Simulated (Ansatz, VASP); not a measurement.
# Two plane-wave programs on Ga

The input INCAR:

```
PREC = Accurate
ENCUT = 520
EDIFF = 1E-8
ISMEAR = -1
SIGMA = 0.05
LREAL = F
LASPH = T
NELM = 60
ALGO = Normal
ISIF = 2
LWAVE = F
LCHARG = F
GGA = PE
LEFG = T
NBANDS = 12
```

Contents of KPOINTS:

```
regular mesh
0
Gamma
  14 14 16
```

File POSCAR:

```
Ga
1.0
   -1.4221650000      1.3998750000      2.2290000000
    1.3998750000     -1.4221650000      2.2290000000
    1.4081250000      1.4081250000     -2.2430400000
Ga
1
Direct
    0.0000000000      0.0000000000      0.0000000000
```

Input for Ansatz:

```yaml
crystal:
  lattice:
    - [-1.422165, 1.399875, 2.229]
    - [1.399875, -1.422165, 2.229]
    - [1.408125, 1.408125, -2.24304]
  atoms:
    - { symbol: Ga, position: [0.0, 0.0, 0.0] }
kpoints:
  mp_grid: { grid: [14, 14, 16] }
scf:
  occupations: { method: fermi_dirac, width: 0.05 }
hamiltonian:
  xc: pbe
  pseudopotentials: { kind: paw }
output:
  forces: true
  stress: true
  eigenvalues: true
  efg: { contact_densities: true }
```

Change from the starting cell: equal xy, yz and zx shear strains of -1 %, PAW files.

Alike in both runs: task electric field gradients; functional PBE; k mesh 14 × 14 × 16; occupations fermi-dirac, width 0.05 eV; no spin polarisation.

|  | VASP | Ansatz |
| --- | --- | --- |
| version | VASP 6.6.1 | Ansatz 0.2.0 |
| potentials or method | VASP PAW PBE potentials, release 64 (Ga_d) | PAW with Ansatz's default frozen-core files, scalar-relativistic |
| plane-wave cutoff (eV) | 520 | 420 |
| valence electrons in the cell | 13 | 13 |

```tsv
	VASP	Ansatz	Ansatz less VASP
pressure (GPa)	4.4	4.3	-0.11
traceless stress, the component that is largest in VASP (GPa)	-0.49	-0.46	+0.024
size of Vzz on the site where it differs most (V/Å²)	20.0	21.1	+1.14
```
